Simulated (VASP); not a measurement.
Input of a VASP 6.6.1 run:

File INCAR:

```
  PREC = Accurate
  ENCUT = 520
  EDIFF = 1E-7
  ISMEAR = -1
  SIGMA = 0.1
  LREAL = False
  LASPH = True
  NELM = 100
  ALGO = Normal
  ISIF = 2
  LWAVE = False
  LCHARG = True
  LELF = True
  LVHAR = True
  NBANDS = 15
```

File KPOINTS:

```
regular mesh
0
Gamma
  13 13 13
```

Contents of POSCAR:

```
TiC
1.0
    0.0000000000      2.1304673586      2.1304673586
    2.1304673586      0.0000000000      2.1304673586
    2.1304673586      2.1304673586      0.0000000000
Ti C
1 1
Direct
    0.0000000000      0.0000000000      0.0000000000
    0.5000000000      0.5000000000      0.5000000000
```

Potentials or basis: VASP PAW LDA potentials, release 64 (Ti_sv, C).

Run with:

```sh
$ cat potpaw_LDA.64/Ti_sv/POTCAR potpaw_LDA.64/C/POTCAR > POTCAR
$ mpirun -np 1 vasp_std > vasp.out
```

Problem. Estimate the band gap on the k mesh.

Solution. Zero (band 8 reaches 10.47 eV, above the bottom of band 9 at 9.42 eV).

Problem. Predict the pressure.

Solution. 0.7 GPa.
